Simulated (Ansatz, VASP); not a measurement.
Two plane-wave programs on Na

Contents of INCAR:

```
PREC     = Accurate       # precision mode
ENCUT    = 520            # plane-wave cutoff, eV
EDIFF    = 1E-6           # SCF threshold, eV
ISMEAR   = 0              # smearing method
SIGMA    = 0.1            # smearing width, eV
LREAL    = F              # projectors in reciprocal space
LASPH    = T              # aspherical terms in the spheres
NELM     = 80             # most SCF steps
ALGO     = Normal         # electronic algorithm
ISIF     = 2              # what is computed and relaxed
LWAVE    = F              # write WAVECAR
LCHARG   = F              # write CHGCAR
GGA      = PS             # functional
NBANDS   = 22             # bands
```

The input KPOINTS:

```
regular mesh
0
Gamma
  4 4 4
```

POSCAR

```
Na
1.0
    5.3474399439      0.0000000000      0.0000000000
    0.0000000000      5.3474399439      0.0000000000
    0.0000000000      0.0000000000      5.3474399439
Na
4
Direct
    0.8706796309      0.1293203691      0.6293203691
    0.3706796309      0.3706796309      0.3706796309
    0.1293203691      0.6293203691      0.8706796309
    0.6293203691      0.8706796309      0.1293203691
```

Input for Ansatz:

```yaml
crystal:
  lattice:
    - [5.3474399439, 0.0, 0.0]
    - [0.0, 5.3474399439, 0.0]
    - [0.0, 0.0, 5.3474399439]
  atoms:
    - { symbol: Na, position: [0.8706796309, 0.1293203691, 0.6293203691] }
    - { symbol: Na, position: [0.3706796309, 0.3706796309, 0.3706796309] }
    - { symbol: Na, position: [0.1293203691, 0.6293203691, 0.8706796309] }
    - { symbol: Na, position: [0.6293203691, 0.8706796309, 0.1293203691] }
basis:
  ecutwfc: 420
kpoints:
  mp_grid: { grid: [4, 4, 4] }
hamiltonian:
  xc: pbesol
scf:
  occupations: { method: gaussian, width: 0.1 }
output:
  forces: true
  stress: true
  eigenvalues: true
```

Alike in both runs: task single point; functional PBEsol; k mesh 4 × 4 × 4; occupations gaussian, width 0.1 eV; no spin polarisation.

|  | VASP | Ansatz |
| --- | --- | --- |
| version | VASP 6.6.1 | Ansatz 0.2.0 |
| potentials or method | VASP PAW PBE potentials, release 64 (Na_pv), cutoff 520 eV | scalar-relativistic, plane waves, PAW |
| valence electrons in the cell | 28 | 36 |

```csv
,VASP,Ansatz,Ansatz less VASP
gap on the k mesh at the Fermi level (eV),none,none,-
pressure (GPa),0.8,0.8,0.00
rms of the force components (eV/Å),0.018,0.018,-0.0005
```

VASP's potentials were made for PBE, not for PBEsol. Atom by atom the forces differ by 0.001 eV/Å (rms over components). A gap of «none» marks a metal or a gap that the smearing closes. VASP's potentials hold 28 valence electrons a cell and Ansatz's 36, so a difference there can come from the potentials and not from the codes.
